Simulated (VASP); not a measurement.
Set up this calculation in VASP 6.6.1, as the native input.

```
Task                   : single point
Functional             : PBE
Potentials or basis    : VASP PAW PBE potentials, release 64 (Ni, Al)
Cutoff                 : 520 eV
k mesh                 : 8 × 8 × 8
Occupations            : fermi-dirac, width 0.05 eV
Spin                   : collinear spin, ferrimagnetic start
Starting moments       : [1.0, -0.5, 1.0, 0.0] μB
Dipole correction      : no
Further INCAR settings : ALGO = Normal; EDIFF = 1e-06; NBANDS = 28
```

The structure of AlNi3 lies in POSCAR:

```
AlNi3
1.0
    3.5230547267      0.0000000000      0.0000000000
    0.0000000000      3.5230547267      0.0000000000
    0.0000000000      0.0000000000      3.5230547267
Ni Al
3 1
Direct
    0.5000000000      0.5000000000      0.0000000000
    0.5000000000      0.0000000000      0.5000000000
    0.0000000000      0.5000000000      0.5000000000
    0.0000000000      0.0000000000      0.0000000000
```

The input as run:

INCAR

```
ALGO = Normal
EDIFF = 1E-6
ENCUT = 520
GGA = PE
ISIF = 2
ISMEAR = -1
ISPIN = 2
LASPH = True
LCHARG = False
LMAXMIX = 4
LORBIT = 11
LREAL = False
LWAVE = False
MAGMOM = 1 -0.5 1 0
NBANDS = 28
NELM = 150
PREC = Accurate
SIGMA = 0.05
```

KPOINTS

```
k-points
0
Gamma
  8 8 8
```

Potentials or basis: VASP PAW PBE potentials, release 64 (Ni, Al).

Run with:

```console
$ cat potpaw_PBE.64/Ni/POTCAR potpaw_PBE.64/Al/POTCAR > POTCAR
$ mpirun -np 1 vasp_std > vasp.out
```

It gave:

- Pressure: 7.3 GPa
- Net moment: 0.67 μB per cell
- Site moments: Ni +0.24; Al -0.01 μB
- Valence electrons inside the program's atomic spheres: Ni 9.45; Al 0.82

Caveat: the cell stands under pressure.

Wall time 6.6 min on 1 thread of Intel Xeon 8259CL (shared host), peak memory 0.26 GiB.
